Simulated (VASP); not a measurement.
Cu, 1 atom in the cell. It takes space group Fm-3m (No. 225, cubic). Conventional cell: a = 3.615 Å, b = 3.615 Å, c = 3.615 Å, α = 90.00°, β = 90.00°, γ = 90.00°. Within 3.4 Å of Cu (site symmetry m-3m) lie 12 Cu at 2.56 Å. 

| Item | Value |
| --- | --- |
| Program | VASP 6.6.1 |
| Task | single point |
| Functional | PBE |
| Potentials or basis | VASP PAW PBE potentials, release 64 (Cu) |
| Cutoff | 600 eV |
| k mesh | 6 × 6 × 6 |
| Occupations | fermi-dirac, width 0.2 eV |
| Spin | no spin polarisation |
| Dipole correction | no |
| Further INCAR settings | ALGO = Normal; EDIFF = 1e-06; NBANDS = 12 |

Potentials or basis: VASP PAW PBE potentials, release 64 (Cu).

Run with:

```bash
$ cat potpaw_PBE.64/Cu/POTCAR > POTCAR
$ mpirun -np 1 vasp_std > vasp.out
```

Hardware: 1 thread of Intel Xeon 6975P-C (shared host).

Estimate the wall time of this run.

Wall time 2.9 s on 1 thread of Intel Xeon 6975P-C (shared host), peak memory 0.12 GiB. Counts: scf iterations 12, k points 16.
